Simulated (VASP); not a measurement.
Wanted: the native input for a VASP 6.6.1 run.

```
Task                   : single point
Functional             : r2SCAN
Potentials or basis    : VASP PAW PBE potentials, release 64 (Si)
Cutoff                 : 520 eV
k mesh                 : 6 × 6 × 4
Occupations            : gaussian, width 0.1 eV
Spin                   : no spin polarisation
Dipole correction      : no
Further INCAR settings : ALGO = Normal; EDIFF = 1e-07; NBANDS = 11
```

The system is Si.

```
CELL_PARAMETERS angstrom
3.15148 0.00000 0.00000
-1.57574 2.72926 0.00000
0.00000 0.00000 5.11502
ATOMIC_POSITIONS crystal
Si 0.33333 0.66667 0.25000
Si 0.66667 0.33333 0.75000
```

This isn't the form of Si at room conditions, which is diamond.

One way to write it, as run:

POSCAR

```
Si
1.0
    3.1514818068      0.0000000000      0.0000000000
   -1.5757409034      2.7292633042      0.0000000000
    0.0000000000      0.0000000000      5.1150218733
Si
2
Direct
    0.3333333333      0.6666666667      0.2500000000
    0.6666666667      0.3333333333      0.7500000000
```

INCAR.step1

```
SYSTEM = Si
PREC = Accurate
ENCUT = 520
ISMEAR = 0
SIGMA = 0.1
LREAL = .FALSE.
LASPH = .TRUE.
NELM = 60
NBANDS = 11
GGA = PE
ALGO = Normal
EDIFF = 1E-4
LWAVE = .TRUE.
LCHARG = .FALSE.
```

INCAR.step2

```
SYSTEM = Si
PREC = Accurate
ENCUT = 520
EDIFF = 1E-7
ISMEAR = 0
SIGMA = 0.1
LREAL = .FALSE.
LASPH = .TRUE.
NELM = 60
ALGO = Normal
ISIF = 2
LWAVE = .FALSE.
LCHARG = .TRUE.
METAGGA = R2SCAN
LMIXTAU = .TRUE.
LELF = .TRUE.
LVHAR = .TRUE.
NBANDS = 11
ISTART = 1
```

KPOINTS

```
Automatic mesh
0
G
  6 6 4
  0 0 0
```

Potentials or basis: VASP PAW PBE potentials, release 64 (Si).

The run is started by

```bash
$ cat potpaw_PBE.64/Si/POTCAR > POTCAR
$ cp INCAR.step1 INCAR
$ mpirun -np 1 vasp_std > vasp.out
$ cp INCAR.step2 INCAR
$ mpirun -np 1 vasp_std > vasp.out
```

Results of the run:

```
Pressure               : -16.2 GPa
Band gap on the k mesh : zero (bands 4 and 5 overlap by 7.73 eV)
```

Caveat: the k points lie up to 0.38 Å⁻¹ apart, too coarse for converged energies and pressures of a metal; the PAW data sets were made with another functional, which shifts forces and pressure a little.

Wall time 20 s on 1 thread of AMD EPYC 9R45 96-Core Processor (Zen 5) (shared host), peak memory 0.13 GiB.
